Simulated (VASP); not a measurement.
Input of a VASP 6.6.1 run:

File INCAR:

```
ALGO = Normal
EDIFF = 1E-6
ENCUT = 520
GGA = PE
GGA_COMPAT = False
ISIF = 2
ISMEAR = -1
IVDW = 12
LASPH = True
LCHARG = False
LREAL = False
LWAVE = False
NBANDS = 37
NELM = 120
PREC = Accurate
SIGMA = 0.02
```

KPOINTS

```
k-points
0
Gamma
  1 1 1
```

Contents of POSCAR:

```
MgH8Cl2O4
1.0
    5.7082670000      0.0000000000      0.0000000000
    0.0000000000      5.7082670000      0.0000000000
    0.0000000000      0.0000000000      5.7082670000
O H Mg Cl
4 8 1 2
Direct
    0.6825889539      1.0973207805      0.8578785821
    0.6360774645      0.1624135661      0.3229351395
    0.3342520593      0.4556023746      0.4431642739
    1.0023707721      0.4393102145      0.9677367930
    0.5113811250      1.0749847546      0.8739780392
    0.7169776747      0.9493249002      0.7897142863
    0.7276113749      0.1171283684      0.4600345429
    0.7048549061      0.0658343417      0.2050709962
    0.4495409903      0.5670547646      0.5123446398
    0.4491380659      0.3495106308      0.3647166469
    0.8732773011      0.3244592448      0.9365189120
    1.0044204309      0.5437727422      0.8368038846
    0.0990142893      0.6204334871      0.2493401237
    0.7935683457      0.6746530952      0.5566488043
    0.2039498152     -0.0271185633      1.0821498013
```

Potentials or basis: VASP PAW PBE potentials, release 64 (O, H, Mg, Cl).

The run is started by

```console
$ cat potpaw_PBE.64/O/POTCAR potpaw_PBE.64/H/POTCAR potpaw_PBE.64/Mg/POTCAR potpaw_PBE.64/Cl/POTCAR > POTCAR
$ mpirun -np 1 vasp_gam > vasp.out
```

Q: What does it give for the largest force?

A: 1.968 eV/Å.

Q: Predict the dispersion energy per atom.

A: -0.065 eV.

Stress tensor (GPa, compression positive):
```
 0.44 -2.07  0.72
-2.07  2.71  0.72
 0.72  0.72  4.67
```

Caveat: the k points lie up to 1.10 Å⁻¹ apart; the atoms stand as in a frame of molecular dynamics.
